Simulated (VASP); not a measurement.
Write the native input for VASP 6.6.1 that does the following.

```yaml
Task: single point
Functional: PBEsol-based global hybrid with 25 % exact exchange
Potentials_or_basis: VASP PAW PBE potentials, release 64 (Mo_sv, Se)
Cutoff: 520 eV
k_mesh: 4 × 4 × 4
Occupations: fermi-dirac, width 0.05 eV
Spin: no spin polarisation
Dipole_correction: no
Grid_for_exact_exchange_PRECFOCK: Normal
Share_of_exact_exchange: 0.25
Further_INCAR_settings: ALGO = Normal; EDIFF = 1e-07; NBANDS = 17
```

MoSe:

```
Mo Se
1.0
     0.00000    2.55133    2.55133
     2.55133    0.00000    2.55133
     2.55133    2.55133    0.00000
Mo Se
1 1
Direct
  0.00000 0.00000 0.00000
  0.50000 0.50000 0.50000
```

One way to write it, as run:

POSCAR

```
MoSe
1.0
    0.0000000000      2.5513251394      2.5513251394
    2.5513251394      0.0000000000      2.5513251394
    2.5513251394      2.5513251394      0.0000000000
Mo Se
1 1
Direct
    0.0000000000      0.0000000000      0.0000000000
    0.5000000000      0.5000000000      0.5000000000
```

INCAR.step1

```
SYSTEM = MoSe
PREC = Accurate ; ENCUT = 520
EDIFF = 1E-5 ; ISMEAR = -1
SIGMA = 0.05 ; LREAL = .FALSE.
LASPH = .TRUE. ; NELM = 100
ALGO = Normal ; ISIF = 2
LWAVE = .TRUE. ; NBANDS = 17
GGA = PE
```

INCAR.step2

```
SYSTEM = MoSe
PREC = Accurate ; ENCUT = 520
EDIFF = 1E-7 ; ISMEAR = -1
SIGMA = 0.05 ; LREAL = .FALSE.
LASPH = .TRUE. ; NELM = 100
ALGO = Normal ; ISIF = 2
LWAVE = .FALSE. ; LCHARG = .TRUE.
GGA = PS ; LHFCALC = .TRUE.
AEXX = 0.25 ; PRECFOCK = Normal
LELF = .TRUE. ; LVHAR = .TRUE.
NBANDS = 17 ; ISTART = 1
```

KPOINTS

```
Automatic mesh
0
G
  4 4 4
  0 0 0
```

Potentials or basis: VASP PAW PBE potentials, release 64 (Mo_sv, Se).

The run is started by

```bash
$ cat potpaw_PBE.64/Mo_sv/POTCAR potpaw_PBE.64/Se/POTCAR > POTCAR
$ cp INCAR.step1 INCAR
$ mpirun -np 1 vasp_std > vasp.out
$ cp INCAR.step2 INCAR
$ mpirun -np 1 vasp_std > vasp.out
```

Results of the run:

```yaml
Pressure: 0.0 GPa
Band_gap_on_the_k_mesh: zero (bands 10 and 11 overlap by 3.23 eV)
```

Caveat: the k points lie up to 0.53 Å⁻¹ apart, too coarse for converged energies and pressures of a metal; the PAW data sets were made with another functional, which shifts forces and pressure a little.

Wall time 14 min on 1 thread of AMD EPYC 7R43 64-Core Processor (Zen 3), with other jobs on the host, peak memory 0.14 GiB.
